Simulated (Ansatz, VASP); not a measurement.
# Two plane-wave programs on TiAl

```xyz
2
Lattice="3.0306 0.0000 0.0000 0.0000 3.0306 0.0000 0.0000 0.0000 3.0306" Properties=species:S:1:pos:R:3 pbc="T T T"
Al    0.0000    0.0000    0.0000
Ti    1.5153    1.5153    1.5153
```

Alike in both runs: task single point; functional PBE; k mesh 6 × 6 × 6; occupations gaussian, width 0.1 eV; no spin polarisation.

|  | VASP | Ansatz |
| --- | --- | --- |
| version | VASP 6.6.1 | Ansatz 0.2.0 |
| potentials or method | VASP PAW PBE potentials, release 64 (Al, Ti_sv), cutoff 500 eV | scalar-relativistic, plane waves, PAW |
| valence electrons in the cell | 15 | 15 |

Ansatz gave:

- gap on the k mesh at the Fermi level (eV): none
- pressure (GPa): 22.4

Which values does VASP return?

gap on the k mesh at the Fermi level (eV): none; pressure (GPa): 22.3.

A gap of «none» marks a metal or a gap that the smearing closes. With one functional, cell and mesh, what is left measures potentials, basis and numerics.
